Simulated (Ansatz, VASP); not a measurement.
## BN in VASP and in Ansatz

```
B N
1.0
     0.00000    1.81300    1.81300
     1.81300    0.00000    1.81300
     1.81300    1.81300    0.00000
B N
1 1
Direct
  0.00000 0.00000 0.00000
  0.85342 0.64658 0.85342
```

Change from the starting cell: all N atoms moved +0.375 Å, as atom 2 along Cartesian [0 1 0].

Alike in both runs: task single point; functional r2SCAN; k mesh 12 × 12 × 12; occupations gaussian, width 0.05 eV; no spin polarisation.

```csv
,VASP,Ansatz
version,VASP 6.6.1,Ansatz 0.2.0
potentials or method,"VASP PAW PBE potentials, release 64 (B, N), cutoff 520 eV","scalar-relativistic, plane waves, PAW"
valence electrons in the cell,8,8
```

VASP gave:

| Item | Value |
| --- | --- |
| gap on the k mesh at the Fermi level (eV) | 2.16 |
| least direct gap on the mesh (eV) | 6.75 |
| rms of the force components (eV/Å) | 3.641 |

Estimate Ansatz's values.

gap on the k mesh at the Fermi level (eV): 2.15; least direct gap on the mesh (eV): 6.72; rms of the force components (eV/Å): 3.666.

VASP's potentials were made for PBE, not for r2SCAN. Atom by atom the forces differ by 0.025 eV/Å (rms over components).
